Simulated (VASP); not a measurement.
# B2P (R-3m) in VASP: settings compared

B2P is run at these levels: PBEsol, RPBE; tasks: single point.

Program: VASP 6.6.1. These are calculated values, not measurements. Logs are shortened: lines on timing, memory, paths and dates and some standing lists are left out, and cuts for length are marked.

## Step 1: The cell of the first run

The structure is trigonal, space group R-3m (No. 166). Conventional cell: a = 3.030 Å, b = 3.030 Å, c = 11.775 Å, α = 90.00°, β = 90.00°, γ = 120.00°. B (site symmetry 3m) has 1 B at 1.66 Å and 3 P at 2.08 Å within 2.2 Å. P (site symmetry -3m) has 6 B at 2.08 Å within 2.8 Å.

## Step 2: Single point, PBEsol

INCAR

```
SYSTEM = B2P
PREC     = Accurate       ! precision mode
ENCUT    = 520            ! plane-wave cutoff, eV
EDIFF    = 1E-7           ! SCF threshold, eV
ISMEAR   = -1             ! smearing method
SIGMA    = 0.05           ! smearing width, eV
LREAL    = .FALSE.        ! projectors in reciprocal space
LASPH    = .TRUE.         ! aspherical terms in the spheres
NELM     = 60             ! most SCF steps
ALGO     = Normal         ! electronic algorithm
ISIF     = 2              ! what is computed and relaxed
LWAVE    = .FALSE.        ! write WAVECAR
LCHARG   = .TRUE.         ! write CHGCAR
GGA      = PS             ! functional
LELF     = .TRUE.         ! ELF
LVHAR    = .TRUE.       
NBANDS   = 12             ! bands
```

KPOINTS

```
regular mesh
0
G
  10 10 10
  0 0 0
```

POSCAR

```
B2P
1.0
    1.5151200000      0.8747500000      3.9248800000
   -1.5151200000      0.8747500000      3.9248800000
    0.0000000000     -1.7495000000      3.9248800000
B P
2 1
Direct
    0.4293400000      0.4293400000      0.4293400000
    0.5706600000      0.5706600000      0.5706600000
    0.0000000000      0.0000000000      0.0000000000
```

Potentials or basis: VASP PAW PBE potentials, release 64 (B, P).

Command:

```
> cat potpaw_PBE.64/B/POTCAR potpaw_PBE.64/P/POTCAR > POTCAR
> mpirun -np 1 vasp_std > vasp.out
```

OUTCAR:

```text
SYSTEM = B2P
   PREC = Accurate
   ENCUT = 520
   EDIFF = 1E-7
   ISMEAR = -1
   LREAL = .FALSE.
   LASPH = .TRUE.
   NELM = 60
   ISIF = 2
   GGA = PS

 ion  position               nearest neighbor table
   1  0.429  0.429  0.429-   2 1.66   3 2.08   3 2.08   3 2.08
   2  0.571  0.571  0.571-   1 1.66   3 2.08   3 2.08   3 2.08
   3  0.000  0.000  0.000-   2 2.08   1 2.08   2 2.08   2 2.08   1 2.08   1 2.08

  LATTYP: Found a trigonal (rhomboedric) cell.
 ALAT       =     4.2971454701
 COS(alpha) =     0.7513640370

  Lattice vectors:

 A1 = (   1.5151200000,   0.8747500000,   3.9248800000)
 A2 = (  -1.5151200000,   0.8747500000,   3.9248800000)
 A3 = (   0.0000000000,  -1.7495000000,   3.9248800000)

Analysis of symmetry for initial positions (statically):
=====================================================================
 Subroutine PRICEL returns:
 Original cell was already a primitive cell.

 Routine SETGRP: Setting up the symmetry group for a
 trigonal (rhombohedral) supercell.

 Subroutine GETGRP returns: Found 12 space group operations
 (whereof 12 operations were pure point group operations)
 out of a pool of 12 trial point group operations.

The static configuration has the point symmetry D_3d.

Analysis of symmetry for dynamics (positions and initial velocities):
=====================================================================
 Subroutine PRICEL returns:
 Original cell was already a primitive cell.

 Routine SETGRP: Setting up the symmetry group for a
 trigonal (rhombohedral) supercell.

 Subroutine GETGRP returns: Found 12 space group operations
 (whereof 12 operations were pure point group operations)
 out of a pool of 12 trial point group operations.

The dynamic configuration has the point symmetry D_3d.

 Subroutine INISYM returns: Found 12 space group operations
 (whereof 12 operations are pure point group operations),
 and found     1 'primitive' translations

----------------------------------------------------------------------------------------

                                     Primitive cell

  volume of cell :      31.2111

  direct lattice vectors                    reciprocal lattice vectors
     1.515120000  0.874750000  3.924880000     0.330006864  0.190530628  0.084928287
    -1.515120000  0.874750000  3.924880000    -0.330006864  0.190530628  0.084928287
     0.000000000 -1.749500000  3.924880000     0.000000000 -0.381061256  0.084928287

  length of vectors
     4.297145470  4.297145470  4.297142453     0.390409099  0.390409099  0.390410674

  position of ions in fractional coordinates (direct lattice)
     0.429340000  0.429340000  0.429340000
     0.570660000  0.570660000  0.570660000
     0.000000000  0.000000000  0.000000000

  ion indices of the primitive-cell ions
   primitive index   ion index
                 1           1
                 2           2
                 3           3

----------------------------------------------------------------------------------------

 KPOINTS: regular mesh

Automatic generation of k-mesh.
 Grid dimensions read from file:
 generate k-points for:   10   10   10

 Generating k-lattice:

  Cartesian coordinates                     Fractional coordinates (reciprocal lattice)
     0.033000686  0.019053063  0.008492829     0.100000000  0.000000000  0.000000000
    -0.033000686  0.019053063  0.008492829     0.000000000  0.100000000  0.000000000
     0.000000000 -0.038106126  0.008492829     0.000000000  0.000000000  0.100000000

  Length of vectors
     0.039040910  0.039040910  0.039041067

  Shift w.r.t. Gamma in fractional coordinates (k-lattice)
     0.000000000  0.000000000  0.000000000

 Subroutine IBZKPT returns following result:
 ===========================================

 Found    116 irreducible k-points:

 Following reciprocal coordinates:
            Coordinates               Weight
  0.000000  0.000000  0.000000      1.000000
  0.100000  0.000000  0.000000      6.000000
  0.200000  0.000000  0.000000      6.000000
  0.300000  0.000000  0.000000      6.000000
  0.400000  0.000000  0.000000      6.000000
  0.500000  0.000000  0.000000      3.000000
[... 16 lines left out ...]
  0.300000  0.300000  0.000000      6.000000
  0.400000  0.300000  0.000000     12.000000
 [... further k-points ...]
   k-points           NKPTS =    116   k-points in BZ     NKDIM =    116   number of bands    NBANDS=     12
   number of dos      NEDOS =    301   number of ions     NIONS =      3
   total plane-waves  NPLWV =  32768
   dimension x,y,z NGX =    32 NGY =   32 NGZ =   32
   dimension x,y,z NGXF=    64 NGYF=   64 NGZF=   64
   ions per type =               2   1
   NGX,Y,Z   is equivalent  to a cutoff of  12.38, 12.38, 12.38 a.u.
   NGXF,Y,Z  is equivalent  to a cutoff of  24.76, 24.76, 24.76 a.u.
 SYSTEM =  B2P
   PREC   = accura    normal or accurate (medium, high low for compatibility)
   ISTART =      0    job   : 0-new  1-cont  2-samecut
   ICHARG =      2    charge: 1-file 2-atom 10-const
   ISPIN  =      1    spin polarized calculation?
   LNONCOLLINEAR =      F non collinear calculations
   LSORBIT =      F    spin-orbit coupling
   LASPH  =      T    aspherical Exc in radial PAW
   ENCUT  =  520.0 eV  38.22 Ry    6.18 a.u.   7.99  7.99  7.99*2*pi/ulx,y,z
   NELM   =     60;   NELMIN=  2; NELMDL= -5     # of ELM steps
   EDIFF  = 0.1E-06   stopping-criterion for ELM
   LREAL  =      F    real-space projection
   EDIFFG = 0.1E-05   stopping-criterion for IOM
   NSW    =      0    number of steps for IOM
   IBRION =     -1    ionic relax: 0-MD 1-quasi-New 2-CG
   NFREE  =      0    steps in history (QN), initial steepest desc. (CG)
   ISIF   =      2    stress and relaxation
   ISYM   =      2    0-nonsym 1-usesym 2-fastsym
   POTIM  = 0.5000    time-step for ionic-motion
   TEBEG  =    0.0;   TEEND  =   0.0 temperature during run
   PSTRESS=    0.0 pullay stress
   NELECT =      11.0000    total number of electrons
   NUPDOWN=      -1.0000    fix difference up-down
   EMIN   =  10.00;   EMAX   =-10.00  energy-range for DOS
   EFERMI =   0.00;   METHOD = LEGACY
   ISMEAR =    -1;   SIGMA  =   0.05  broadening in eV -4-tet -1-fermi 0-gaus
   EFERMI_NEDOS =   21; number of points for ismear=-14 and -15
   IALGO  =     38    algorithm
   IMIX   =      4    mixing-type and parameters
     AMIX     =   0.40;   BMIX     =  1.00
     AMIX_MAG =   1.60;   BMIX_MAG =  1.00
  volume/ion in A,a.u.               =      10.40        70.21
  Fermi-wavevector in a.u.,A,eV,Ry     =   1.156386  2.185253 18.194102  1.337229
  Thomas-Fermi vector in A             =   2.293007
   LORBIT       =      0    0 simple, 1 ext, 2 COOP (PROOUT), +10 PAW based schemes
   GGA     = PS    functional components
   LHFCALC =     F    Hartree Fock is set to
   AEXX    =    0.0000 exact exchange contribution
   IVDW    =     0    specifies the selected vdW correction
   LEPSILON=     F    determine dielectric tensor
   LRPA    =     F    only Hartree local field effects (RPA)
 non-spin polarized calculation
  energy-cutoff  :      520.00
  volume of cell :       31.21
 maximum number of plane-waves:       866
   NGX = 15   NGY = 15   NGZ = 15

 number of electron      11.0000000 magnetization

 Free energy of the ion-electron system (eV)
  ---------------------------------------------------
  ext. energy  EPLUGINS =         0.00000000
  ---------------------------------------------------
  free energy    TOTEN  =       -18.00093120 eV

  energy without entropy =      -17.99352133  energy(sigma->0) =      -17.99722626

 E-fermi :   6.9156     XC(G=0): -11.2602

 val. band max:        6.8927126183   @ k =  -0.4000   0.2000  -0.0000
 cond. band min:       6.9322016214   @ k =  -0.3000   0.3000   0.1000
 fundamental gap:      0.0394890031
 Fermi energy:         6.9156400257

 k-point     1 :       0.0000    0.0000    0.0000
  band No.  band energies     occupation
      1      -8.8472      2.00000
      2       0.3373      2.00000
      3       0.3944      2.00000
      4       7.0227      0.21036
      5       7.0227      0.21027
      6      10.0617      0.00000
      7      10.0618      0.00000
      8      12.9760      0.00000
      9      12.9761      0.00000
     10      13.5310      0.00000
     11      14.9094      0.00000
     12      17.5864      0.00000

 k-point     2 :       0.1000    0.0000    0.0000
  band No.  band energies     occupation
      1      -8.6511      2.00000
      2       0.0591      2.00000
      3       0.9785      2.00000
      4       5.7661      2.00000
      5       6.6517      1.98986
      6       9.4142      0.00000
      7       9.7854      0.00000
      8      12.1509      0.00000
      9      13.5537      0.00000
     10      14.6445      0.00000
     11      15.7963      0.00000
     12      16.1964      0.00000

 k-point     3 :       0.2000    0.0000    0.0000
  band No.  band energies     occupation
      1      -8.0658      2.00000
      2       0.0429      2.00000
      3       1.8583      2.00000
      4       3.3720      2.00000
      5       5.9229      2.00000
      6       8.0163      0.00000
      7       9.0691      0.00000
      8      10.8077      0.00000
      9      14.4676      0.00000
     10      15.1178      0.00000
     11      16.7330      0.00000
     12      17.1784      0.00000

 k-point     4 :       0.3000    0.0000    0.0000
  band No.  band energies     occupation
      1      -7.1035      2.00000
      2      -0.0510      2.00000
      3       1.2647      2.00000
      4       2.9051      2.00000
      5       5.2640      2.00000
      6       6.4403      1.99985
      7       8.3207      0.00000
      8       9.6421      0.00000
      9      13.4218      0.00000
     10      16.5117      0.00000
     11      17.1492      0.00000
     12      19.1633      0.00000

 k-point     5 :       0.4000    0.0000    0.0000
  band No.  band energies     occupation
      1      -5.8088      2.00000
      2      -1.7748      2.00000
      3       1.2325      2.00000
      4       3.8512      2.00000
      5       4.8361      2.00000
      6       5.0932      2.00000
      7       7.8039      0.00000
      8       8.8502      0.00000
      9      12.7376      0.00000
     10      15.3695      0.00000
     11      19.0206      0.00000
     12      20.9232      0.00000
[... 228 lines left out ...]
      1      -5.3534      2.00000
      2      -1.1128      2.00000
      3       1.1731      2.00000
      4       2.2079      2.00000
      5       3.3144      2.00000
      6       5.2185      2.00000
      7       6.4574      1.99979
      8      12.3423      0.00000
      9      14.6774      0.00000
     10      16.2796      0.00000
     11      17.7122      0.00000
     12      18.7286      0.00000

 k-point    22 :      -0.2000    0.2000    0.0000
  band No.  band energies     occupation
      1      -6.6016      2.00000
      2       0.6426      2.00000
      3       1.5598      2.00000
      4       2.1456      2.00000
      5       2.9068      2.00000
      6       6.2349      2.00000
      7       6.8207      1.73930
      8      12.9452      0.00000
      9      13.8673      0.00000
     10      15.9199      0.00000
     11      16.8025      0.00000
     12      18.6703      0.00000

 k-point    23 :       0.3000    0.3000    0.0000
  band No.  band energies     occupation
      1      -6.9568      2.00000
      2      -0.6518      2.00000
      3       1.2249      2.00000
      4       3.2383      2.00000
      5       4.4714      2.00000
      6       5.9081      2.00000
      7      10.3937      0.00000
      8      10.8827      0.00000
      9      14.5122      0.00000
     10      14.7331      0.00000
     11      17.7397      0.00000
     12      18.7821      0.00000

 k-point    24 :       0.4000    0.3000    0.0000
  band No.  band energies     occupation
      1      -6.1622      2.00000
      2      -0.3909      2.00000
      3       0.1417      2.00000
      4       2.6000      2.00000
      5       3.3286      2.00000
      6       6.6015      1.99627
      7       9.9105      0.00000
      8      11.2546      0.00000
      9      13.8122      0.00000
     10      15.4506      0.00000
     11      17.6550      0.00000
     12      18.8819      0.00000

 [... further k-points ...]

------------------------ aborting loop because EDIFF is reached ----------------------------------------

  FORCE on cell =-STRESS in cart. coord.  units (eV):
  Direction    XX          YY          ZZ          XY          YZ          ZX
  --------------------------------------------------------------------------------------
  -------------------------------------------------------------------------------------
  Total       -0.7331687     -0.7331604     -0.3175531      0.0000000     -0.0000000      0.0000000
  in kB      -37.6362092    -37.6357841    -16.3011525      0.0000000     -0.0000000      0.0000000
  external PRESSURE =     -30.5243819 kB  Pullay stress =       0.0000000 kB

 VOLUME and BASIS-vectors are now :
 -----------------------------------------------------------------------------
  energy-cutoff  :      520.00
  volume of cell :       31.21
      direct lattice vectors                 reciprocal lattice vectors
     1.515120000  0.874750000  3.924880000     0.330006864  0.190530628  0.084928287
    -1.515120000  0.874750000  3.924880000    -0.330006864  0.190530628  0.084928287
     0.000000000 -1.749500000  3.924880000     0.000000000 -0.381061256  0.084928287

 POSITION                                       TOTAL-FORCE (eV/Angst)
 -----------------------------------------------------------------------------------
      0.00000      0.00000      5.05532         0.000000      0.000000      0.040028
      0.00000      0.00000      6.71932         0.000000      0.000000     -0.040028
      0.00000      0.00000      0.00000         0.000000     -0.000000     -0.000000
 -----------------------------------------------------------------------------------
    total drift:                               -0.000000     -0.000000      0.000000

  FREE ENERGIE OF THE ION-ELECTRON SYSTEM (eV)
  ---------------------------------------------------
  free  energy   TOTEN  =       -18.0009311985 eV

  energy  without entropy=      -17.9935213254  energy(sigma->0) =      -17.99722626
```

Run time: 90 s. Hardware: 1 thread of Intel Xeon 8259CL, shared host; peak memory 0.19 GiB.

Results:

| Property | Result |
| --- | --- |
| Free energy | -18.0009 eV |
| Pressure | -3.1 GPa |
| Largest force | 0.040 eV/Å |
| Band gap on the k mesh | zero (an odd number of electrons rules out a gap without spin polarisation) |

Forces on the atoms (eV/Å):
```
B    0.000  0.000  0.040
B    0.000  0.000 -0.040
P    0.000  0.000  0.000
```

Caveat: the cell stands under tension; the PAW data sets were made with another functional, which shifts forces and pressure a little.

[end of part 1 of 2]
